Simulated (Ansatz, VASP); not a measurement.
AlAs in VASP and in Ansatz

```
Al As
1.0
     0.00000    2.83153    2.83153
     2.83153    0.00000    2.83153
     2.83153    2.83153    0.00000
Al As
1 1
Cartesian
  0.0000 0.0000 0.0000
  1.4158 1.4158 1.4158
```

Alike in both runs: functional r2SCAN; dispersion rVV10; k mesh 8 × 8 × 8; occupations gaussian, width 0.02 eV; no spin polarisation.

Ansatz relaxed the structure, and its values are those at the end. VASP's run is a single point on that final structure, the one shown.

|  | VASP | Ansatz |
| --- | --- | --- |
| version | VASP 6.6.1 | Ansatz 0.2.0 |
| potentials or method | VASP PAW PBE potentials, release 64 (Al, As), cutoff 550 eV | scalar-relativistic, plane waves, PAW |
| valence electrons in the cell | 8 | 18 |

VASP gave:

| Quantity | Value |
| --- | --- |
| gap on the k mesh at the Fermi level (eV) | 1.74 |
| least direct gap on the mesh (eV) | 2.67 |
| pressure (GPa) | 0.1 |

Question: Estimate Ansatz's values.

Answer: gap on the k mesh at the Fermi level (eV): 1.75; least direct gap on the mesh (eV): 2.67; pressure (GPa): 0.0.

VASP's potentials were made for PBE, not for r2SCAN. VASP's potentials hold 8 valence electrons a cell and Ansatz's 18, so a difference there can come from the potentials and not from the codes.
